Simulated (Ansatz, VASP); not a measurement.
**Two plane-wave programs on TlO7**

File INCAR:

```
PREC     = Accurate       # precision mode
ENCUT    = 520            # plane-wave cutoff, eV
EDIFF    = 1E-6           # SCF threshold, eV
ISMEAR   = 0              # smearing method
SIGMA    = 0.1            # smearing width, eV
LREAL    = F              # projectors in reciprocal space
LASPH    = T              # aspherical terms in the spheres
NELM     = 100            # most SCF steps
ALGO     = Normal         # electronic algorithm
ISIF     = 2              # what is computed and relaxed
LWAVE    = F              # write WAVECAR
LCHARG   = F              # write CHGCAR
GGA      = PE             # functional
NBANDS   = 38             # bands
```

KPOINTS

```
regular mesh
0
Gamma
  4 4 4
```

Contents of POSCAR:

```
TlO7
1.0
    4.5479178400      0.0000000000      0.0000000000
    0.0000000000      4.5479178400      0.0000000000
    0.0000000000      0.0000000000      4.5479178400
Tl O
1 7
Direct
    0.5000000000      0.5000000000      0.5000000000
    0.1199885500      0.5000000000      0.5000000000
    0.8800114500      0.5000000000      0.5000000000
    0.5000000000      0.1199885500      0.5000000000
    0.5000000000      0.8800114500      0.5000000000
    0.5000000000      0.5000000000      0.1199885500
    0.5000000000      0.5000000000      0.8800114500
    0.0000000000      0.0000000000      0.0000000000
```

Input for Ansatz:

```yaml
crystal:
  lattice:
    - [4.54791784, 0.0, 0.0]
    - [0.0, 4.54791784, 0.0]
    - [0.0, 0.0, 4.54791784]
  atoms:
    - { symbol: Tl, position: [0.5, 0.5, 0.5] }
    - { symbol: O, position: [0.11998855, 0.5, 0.5] }
    - { symbol: O, position: [0.88001145, 0.5, 0.5] }
    - { symbol: O, position: [0.5, 0.11998855, 0.5] }
    - { symbol: O, position: [0.5, 0.88001145, 0.5] }
    - { symbol: O, position: [0.5, 0.5, 0.11998855] }
    - { symbol: O, position: [0.5, 0.5, 0.88001145] }
    - { symbol: O, position: [0.0, 0.0, 0.0] }
basis:
  ecutwfc: 420
kpoints:
  mp_grid: { grid: [4, 4, 4] }
hamiltonian:
  xc: pbe
scf:
  occupations: { method: gaussian, width: 0.1 }
  lower_state_search: "off"
output:
  forces: true
  stress: true
  eigenvalues: true
```

Alike in both runs: task single point; functional PBE; k mesh 4 × 4 × 4; occupations gaussian, width 0.1 eV; no spin polarisation.

|  | VASP | Ansatz |
| --- | --- | --- |
| version | VASP 6.6.1 | Ansatz 0.2.0 |
| potentials or method | VASP PAW PBE potentials, release 64 (Tl_d, O), cutoff 520 eV | scalar-relativistic, plane waves, PAW |
| valence electrons in the cell | 55 | 55 |

```csv
,VASP,Ansatz,Ansatz less VASP
gap on the k mesh at the Fermi level (eV),none,none,-
rms of the force components (eV/Å),3.235,1.399,-1.8363
```

Atom by atom the forces differ by 1.836 eV/Å (rms over components). A gap of «none» marks a metal or a gap that the smearing closes. One of these differences is far larger than is usual between the two programs; its cause wasn't traced.

Spin-orbit coupling is off throughout. Noted on VASP's run: the standard files for N, O and F lose accuracy on very short bonds.
